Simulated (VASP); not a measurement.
TiN:

```
Ti N
1.0
     0.00000    2.07351    2.07351
     2.07351    0.00000    2.07351
     2.07351    2.07351    0.00000
Ti N
1 1
Direct
  0.00000 0.00000 0.00000
  0.50000 0.50000 0.50000
```

Base run:

| Property | Result |
| --- | --- |
| Program | VASP 6.6.1 |
| Functional | PBEsol |
| Potentials or basis | VASP PAW PBE potentials, release 64 (Ti_sv, N) |
| Cutoff | 520 eV |
| k mesh | 20 × 20 × 20 |
| Occupations | gaussian, width 0.15 eV |
| Spin | collinear spin |
| Starting moments | [0.5, 0.0] μB |
| Fixed moment | 0.5 μB |

Its results: pressure 16.1 GPa; site moments Ti +0.38; N +0.03 μB.

Problem. The run is repeated on the same cell with these changes: fixed moment from 0.5 μB to 0.75 μB; moments at the start from [0.5, 0.0] to [0.75, 0.0]. What comes out?

Solution. Pressure 18.9 GPa; site moments Ti +0.56; N +0.05 μB.

Caveats: the cell stands under pressure; the PAW data sets were made with another functional, which shifts forces and pressure a little; the total moment is fixed, so each spin has its own Fermi level.
